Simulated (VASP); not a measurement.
Co:

```
Co
1.0
     2.47056    0.00000    0.00000
    -1.23528    2.13957    0.00000
     0.00000    0.00000    8.08823
Co
4
Direct
  0.00000 0.00000 0.00000
  0.33333 0.66667 0.25000
  0.00000 0.00000 0.50000
  0.66667 0.33333 0.75000
```

Base run:

```yaml
Program: VASP 6.6.1
Functional: PBE
Potentials_or_basis: VASP PAW PBE potentials, release 64 (Co)
Cutoff: 600 eV
k_mesh: 10 × 10 × 3
Occupations: fermi-dirac, width 0.15 eV
Spin: collinear spin, ferromagnetic start
Starting_moments: "[2.5, 2.5, 2.5, 2.5] μB"
```

Its results: pressure 3.9 GPa; net moment 6.49 μB per cell; site moments Co +1.63, +1.64 (each value once) μB.

Q: After a change of settings the same cell gave: pressure 10.0 GPa; net moment 6.55 μB per cell; site moments Co +1.65, +1.66 (each value once) μB. Which change was it?
A. functional from PBE to RPBE
B. functional from PBE to revPBE
C. functional from PBE to BLYP

A: A.

RPBE binds less tightly than PBE, so the same cell stands under more pressure.

Caveats: the cell stands under pressure; the PAW data sets were made with another functional, which shifts forces and pressure a little (at least some runs).
